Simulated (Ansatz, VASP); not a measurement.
## One calculation of CdS, two programs

Contents of POSCAR:

```
CdS
1.0
    0.0000000000      2.9122812283      2.9122812283
    2.9122812283      0.0000000000      2.9122812283
    2.9122812283      2.9122812283      0.0000000000
Cd S
1 1
Direct
    0.0000000000      0.0000000000      0.0000000000
    0.2500000000      0.2500000000      0.2500000000
```

The input INCAR.step1:

```
ALGO = Normal
EDIFF = 1E-5
ENCUT = 520
GGA = PE
ISIF = 2
ISMEAR = 0
LASPH = True
LCHARG = False
LREAL = False
LWAVE = True
NBANDS = 16
NELM = 60
PREC = Accurate
SIGMA = 0.01
```

The input INCAR.step2:

```
AEXX = 0.25
ALGO = Normal
EDIFF = 1E-6
ENCUT = 520
GGA = PE
ISIF = 2
ISMEAR = 0
ISTART = 1
LASPH = True
LCHARG = False
LHFCALC = True
LREAL = False
LWAVE = False
NBANDS = 16
NELM = 60
PREC = Accurate
PRECFOCK = Normal
SIGMA = 0.01
```

The input KPOINTS:

```
k-points
0
Gamma
  6 6 6
```

Input for Ansatz:

```yaml
crystal:
  lattice:
    - [0.0, 2.9122812283, 2.9122812283]
    - [2.9122812283, 0.0, 2.9122812283]
    - [2.9122812283, 2.9122812283, 0.0]
  atoms:
    - { symbol: Cd, position: [0.0, 0.0, 0.0] }
    - { symbol: S, position: [0.25, 0.25, 0.25] }
basis:
  ecutwfc: 420
kpoints:
  mp_grid: { grid: [6, 6, 6] }
  band_path:
    path:
      - [0.0, 0.0, 0.0]
      - [-0.5, -0.5, 0.0]
      - [-0.375, -0.375, 0.25]
      - [-0.375, 0.0, 0.375]
      - [0.0, 0.0, 0.5]
      - [-0.5, -0.25, 0.25]
    npoints: 1
hamiltonian:
  xc: pbe0
scf:
  occupations: { method: fixed }
  n_extra_bands: 4
output:
  eigenvalues: true
```

Alike in both runs: task single point; functional PBE0; k mesh 6 × 6 × 6; no spin polarisation.

|  | VASP | Ansatz |
| --- | --- | --- |
| version | VASP 6.6.1 | Ansatz 0.2.0 |
| potentials or method | VASP PAW PBE potentials, release 64 (Cd, S), cutoff 520 eV | scalar-relativistic, plane waves, PAW |
| occupations | gaussian, width 0.01 eV | fixed |
| valence electrons in the cell | 18 | 26 |

VASP gave:

```
gap on the k mesh at the Fermi level (eV) : 2.84
least direct gap on the mesh (eV)         : 2.84
```

Which values does Ansatz return?

gap on the k mesh at the Fermi level (eV): 2.82; least direct gap on the mesh (eV): 2.82.

VASP's potentials hold 18 valence electrons a cell and Ansatz's 26, so a difference there can come from the potentials and not from the codes.
